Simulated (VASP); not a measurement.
# Mo (Im-3m) in VASP: single point with LDA

Aim: the single point of Mo with LDA.

Program: VASP 6.6.1. These are calculated values, not measurements. Logs are shortened: lines on timing, memory, paths and dates and some standing lists are left out, and cuts for length are marked.

**1. The cell of the first run**

The structure is cubic, space group Im-3m (No. 229). The conventional cell has a = 3.142 Å, b = 3.142 Å, c = 3.142 Å, α = 90.00°, β = 90.00°, γ = 90.00°. Mo (site symmetry m-3m) has 14 Mo at 2.72 to 3.14 Å within 3.6 Å.

**2. Single point, LDA**

INCAR reads:

```
SYSTEM = Mo
ALGO = Normal
EDIFF = 1E-6
ENCUT = 520
GGA = CA
ISIF = 2
ISMEAR = 0
LASPH = .TRUE.
LCHARG = .TRUE.
LELF = .TRUE.
LREAL = .FALSE.
LVHAR = .TRUE.
LWAVE = .FALSE.
NBANDS = 13
NELM = 80
PREC = Accurate
SIGMA = 0.15
```

KPOINTS reads:

```
k-points
0
G
  22 22 22
  0 0 0
```

POSCAR reads:

```
Mo
1.0
   -1.5710000000      1.5710000000      1.5710000000
    1.5710000000     -1.5710000000      1.5710000000
    1.5710000000      1.5710000000     -1.5710000000
Mo
1
Direct
    0.0000000000      0.0000000000      0.0000000000
```

Potentials or basis: VASP PAW LDA potentials, release 64 (Mo_sv).

Command:

```bash
$ cat potpaw_LDA.64/Mo_sv/POTCAR > POTCAR
$ mpirun -np 1 vasp_std > vasp.out
```

OUTCAR:

```text
SYSTEM = Mo
   EDIFF = 1E-6
   ENCUT = 520
   GGA = CA
   ISIF = 2
   ISMEAR = 0
   LASPH = .TRUE.
   LREAL = .FALSE.
   NELM = 80
   PREC = Accurate

 ion  position               nearest neighbor table
   1  0.000  0.000  0.000-

  LATTYP: Found a body centered cubic cell.
 ALAT       =     3.1420000000

  Lattice vectors:

 A1 = (  -1.5710000000,   1.5710000000,   1.5710000000)
 A2 = (   1.5710000000,  -1.5710000000,   1.5710000000)
 A3 = (   1.5710000000,   1.5710000000,  -1.5710000000)

Analysis of symmetry for initial positions (statically):
=====================================================================
 Subroutine PRICEL returns:
 Original cell was already a primitive cell.

 Routine SETGRP: Setting up the symmetry group for a
 body centered cubic supercell.

 Subroutine GETGRP returns: Found 48 space group operations
 (whereof 48 operations were pure point group operations)
 out of a pool of 48 trial point group operations.

The static configuration has the point symmetry O_h .

Analysis of symmetry for dynamics (positions and initial velocities):
=====================================================================
 Subroutine PRICEL returns:
 Original cell was already a primitive cell.

 Routine SETGRP: Setting up the symmetry group for a
 body centered cubic supercell.

 Subroutine GETGRP returns: Found 48 space group operations
 (whereof 48 operations were pure point group operations)
 out of a pool of 48 trial point group operations.

The dynamic configuration has the point symmetry O_h .

 Subroutine INISYM returns: Found 48 space group operations
 (whereof 48 operations are pure point group operations),
 and found     1 'primitive' translations

----------------------------------------------------------------------------------------

                                     Primitive cell

  volume of cell :      15.5092

  direct lattice vectors                    reciprocal lattice vectors
    -1.571000000  1.571000000  1.571000000     0.000000000  0.318268619  0.318268619
     1.571000000 -1.571000000  1.571000000     0.318268619  0.000000000  0.318268619
     1.571000000  1.571000000 -1.571000000     0.318268619  0.318268619  0.000000000

  length of vectors
     2.721051819  2.721051819  2.721051819     0.450099797  0.450099797  0.450099797

  position of ions in fractional coordinates (direct lattice)
     0.000000000  0.000000000  0.000000000

  ion indices of the primitive-cell ions
   primitive index   ion index
                 1           1

----------------------------------------------------------------------------------------

 KPOINTS: k-points

Automatic generation of k-mesh.
 Grid dimensions read from file:
 generate k-points for:   22   22   22

 Generating k-lattice:

  Cartesian coordinates                     Fractional coordinates (reciprocal lattice)
     0.000000000  0.014466755  0.014466755     0.045454545  0.000000000  0.000000000
     0.014466755  0.000000000  0.014466755     0.000000000  0.045454545  0.000000000
     0.014466755  0.014466755  0.000000000     0.000000000  0.000000000  0.045454545

  Length of vectors
     0.020459082  0.020459082  0.020459082

  Shift w.r.t. Gamma in fractional coordinates (k-lattice)
     0.000000000  0.000000000  0.000000000

 Subroutine IBZKPT returns following result:
 ===========================================

 Found    328 irreducible k-points:

 Following reciprocal coordinates:
            Coordinates               Weight
  0.000000  0.000000  0.000000      1.000000
  0.045455  0.000000  0.000000     12.000000
  0.090909  0.000000  0.000000     12.000000
  0.136364  0.000000  0.000000     12.000000
  0.181818  0.000000  0.000000     12.000000
  0.227273  0.000000  0.000000     12.000000
[... 16 lines left out ...]
  0.090909  0.090909  0.000000     24.000000
  0.136364  0.090909  0.000000     48.000000
 [... further k-points ...]
   k-points           NKPTS =    328   k-points in BZ     NKDIM =    328   number of bands    NBANDS=     13
   number of dos      NEDOS =    301   number of ions     NIONS =      1
   total plane-waves  NPLWV =   8000
   dimension x,y,z NGX =    20 NGY =   20 NGZ =   20
   dimension x,y,z NGXF=    40 NGYF=   40 NGZF=   40
   ions per type =               1
   NGX,Y,Z   is equivalent  to a cutoff of  12.22, 12.22, 12.22 a.u.
   NGXF,Y,Z  is equivalent  to a cutoff of  24.44, 24.44, 24.44 a.u.
 SYSTEM =  Mo
   PREC   = accura    normal or accurate (medium, high low for compatibility)
   ISTART =      0    job   : 0-new  1-cont  2-samecut
   ICHARG =      2    charge: 1-file 2-atom 10-const
   ISPIN  =      1    spin polarized calculation?
   LNONCOLLINEAR =      F non collinear calculations
   LSORBIT =      F    spin-orbit coupling
   LASPH  =      T    aspherical Exc in radial PAW
   ENCUT  =  520.0 eV  38.22 Ry    6.18 a.u.   5.06  5.06  5.06*2*pi/ulx,y,z
   NELM   =     80;   NELMIN=  2; NELMDL= -5     # of ELM steps
   EDIFF  = 0.1E-05   stopping-criterion for ELM
   LREAL  =      F    real-space projection
   EDIFFG = 0.1E-04   stopping-criterion for IOM
   NSW    =      0    number of steps for IOM
   IBRION =     -1    ionic relax: 0-MD 1-quasi-New 2-CG
   NFREE  =      0    steps in history (QN), initial steepest desc. (CG)
   ISIF   =      2    stress and relaxation
   ISYM   =      2    0-nonsym 1-usesym 2-fastsym
   POTIM  = 0.5000    time-step for ionic-motion
   TEBEG  =    0.0;   TEEND  =   0.0 temperature during run
   PSTRESS=    0.0 pullay stress
   NELECT =      14.0000    total number of electrons
   NUPDOWN=      -1.0000    fix difference up-down
   EMIN   =  10.00;   EMAX   =-10.00  energy-range for DOS
   EFERMI =   0.00;   METHOD = LEGACY
   ISMEAR =     0;   SIGMA  =   0.15  broadening in eV -4-tet -1-fermi 0-gaus
   EFERMI_NEDOS =   21; number of points for ismear=-14 and -15
   IALGO  =     38    algorithm
   IMIX   =      4    mixing-type and parameters
     AMIX     =   0.40;   BMIX     =  1.00
     AMIX_MAG =   1.60;   BMIX_MAG =  1.00
  volume/ion in A,a.u.               =      15.51       104.66
  Fermi-wavevector in a.u.,A,eV,Ry     =   1.582176  2.989878 34.059184  2.503279
  Thomas-Fermi vector in A             =   2.682139
   LORBIT       =      0    0 simple, 1 ext, 2 COOP (PROOUT), +10 PAW based schemes
   GGA     = CA    functional components
   LHFCALC =     F    Hartree Fock is set to
   AEXX    =    0.0000 exact exchange contribution
   IVDW    =     0    specifies the selected vdW correction
   LEPSILON=     F    determine dielectric tensor
   LRPA    =     F    only Hartree local field effects (RPA)
 non-spin polarized calculation
 Gauss-broadening in eV      SIGMA  =   0.15
  energy-cutoff  :      520.00
  volume of cell :       15.51
 maximum number of plane-waves:       430
   NGX = 11   NGY = 11   NGZ = 11

 number of electron      14.0000000 magnetization

 Free energy of the ion-electron system (eV)
  ---------------------------------------------------
  ext. energy  EPLUGINS =         0.00000000
  ---------------------------------------------------
  free energy    TOTEN  =       -12.12470636 eV

  energy without entropy =      -12.11718014  energy(sigma->0) =      -12.12094325

 E-fermi :  12.5836     XC(G=0): -13.6473

 val. band max:       12.5811176414   @ k =   0.3636   0.0909   0.0909
 cond. band min:      12.5887369500   @ k =  -0.3182   0.3636   0.2727
 fundamental gap:      0.0076193087
 Fermi energy:        12.5835520209

 k-point     1 :       0.0000    0.0000    0.0000
  band No.  band energies     occupation
      1     -48.3412      2.00000
      2     -21.7633      2.00000
      3     -21.7633      2.00000
      4     -21.7633      2.00000
      5       5.3395      2.00000
      6      11.2045      2.00000
      7      11.2045      2.00000
      8      11.2045      2.00000
      9      14.2336      0.00000
     10      14.2336      0.00000
     11      27.4310      0.00000
     12      27.4310      0.00000
     13      27.4310      0.00000

 k-point     2 :       0.0455    0.0000    0.0000
  band No.  band energies     occupation
      1     -48.3356      2.00000
      2     -21.7950      2.00000
      3     -21.7730      2.00000
      4     -21.7635      2.00000
      5       5.4329      2.00000
      6      11.1515      2.00000
      7      11.1968      2.00000
      8      11.2919      2.00000
      9      14.1529      0.00000
     10      14.2347      0.00000
     11      27.5030      0.00000
     12      27.5878      0.00000
     13      27.6216      0.00000

 k-point     3 :       0.0909    0.0000    0.0000
  band No.  band energies     occupation
      1     -48.3194      2.00000
      2     -21.8871      2.00000
      3     -21.8014      2.00000
      4     -21.7642      2.00000
      5       5.7040      2.00000
      6      11.0006      2.00000
      7      11.1648      2.00000
      8      11.5516      2.00000
      9      13.9554      0.00000
     10      14.2407      0.00000
     11      27.6918      0.00000
     12      28.0492      0.00000
     13      28.1297      0.00000
[... 305 lines left out ...]
 k-point    23 :       0.0909    0.0909    0.0000
  band No.  band energies     occupation
      1     -48.2791      2.00000
      2     -22.1100      2.00000
      3     -21.8442      2.00000
      4     -21.7941      2.00000
      5       6.3653      2.00000
      6      10.7526      2.00000
      7      10.8749      2.00000
      8      12.3025      1.99195
      9      13.5773      0.00000
     10      14.3529      0.00000
     11      28.1872      0.00000
     12      28.8880      0.00000
     13      29.1146      0.00000

 k-point    24 :       0.1364    0.0909    0.0000
  band No.  band energies     occupation
      1     -48.2473      2.00000
      2     -22.2755      2.00000
      3     -21.8977      2.00000
      4     -21.8039      2.00000
      5       6.8624      2.00000
      6      10.5123      2.00000
      7      10.7143      2.00000
      8      12.9243      0.00132
      9      13.4411      0.00000
     10      14.4524      0.00000
     11      28.3821      0.00000
     12      29.1401      0.00000
     13      29.7517      0.00000

 [... further k-points ...]
[... 5 lines left out ...]
  --------------------------------------------------------------------------------------
  -------------------------------------------------------------------------------------
  Total       -0.6781620     -0.6781620     -0.6781620     -0.0000000      0.0000000     -0.0000000
  in kB      -70.0576383    -70.0576383    -70.0576383     -0.0000000      0.0000000     -0.0000000
  external PRESSURE =     -70.0576383 kB  Pullay stress =       0.0000000 kB

 VOLUME and BASIS-vectors are now :
 -----------------------------------------------------------------------------
  energy-cutoff  :      520.00
  volume of cell :       15.51
      direct lattice vectors                 reciprocal lattice vectors
    -1.571000000  1.571000000  1.571000000     0.000000000  0.318268619  0.318268619
     1.571000000 -1.571000000  1.571000000     0.318268619  0.000000000  0.318268619
     1.571000000  1.571000000 -1.571000000     0.318268619  0.318268619  0.000000000

 POSITION                                       TOTAL-FORCE (eV/Angst)
 -----------------------------------------------------------------------------------
      0.00000      0.00000      0.00000        -0.000000      0.000000      0.000000
 -----------------------------------------------------------------------------------
    total drift:                                0.000000     -0.000000      0.000000

  FREE ENERGIE OF THE ION-ELECTRON SYSTEM (eV)
  ---------------------------------------------------
  free  energy   TOTEN  =       -12.1247063649 eV

  energy  without entropy=      -12.1171801369  energy(sigma->0) =      -12.12094325
```

It took 32 s on 1 thread of Intel Xeon 6975P-C (Granite Rapids), shared host; peak memory 0.16 GiB.

What came out:

- Free energy: -12.1247 eV
- Pressure: -7.0 GPa
- Band gap on the k mesh: zero (band 7 reaches 16.65 eV, above the bottom of band 8 at 11.20 eV)

Levels at points of the mesh, in eV from the Fermi level:
| k point | band 3 | band 4 | band 5 | band 6 | band 7 | band 8 | band 9 | band 10 | band 11 | band 12 |
| --- | --- | --- | --- | --- | --- | --- | --- | --- | --- | --- |
| (0.00, 0.00, 0.00) | -34.35 | -34.35 | -7.24 | -1.38 | -1.38 | -1.38 | 1.65 | 1.65 | 14.85 | 14.85 |
| (0.50, 0.00, 0.00) | -34.81 | -34.36 | -5.37 | -3.44 | 1.69 | 1.72 | 2.32 | 4.85 | 11.76 | 11.99 |
| (0.50, 0.50, 0.50) | -35.35 | -35.35 | -5.52 | -5.52 | 4.07 | 4.07 | 4.07 | 9.12 | 9.12 | 9.12 |
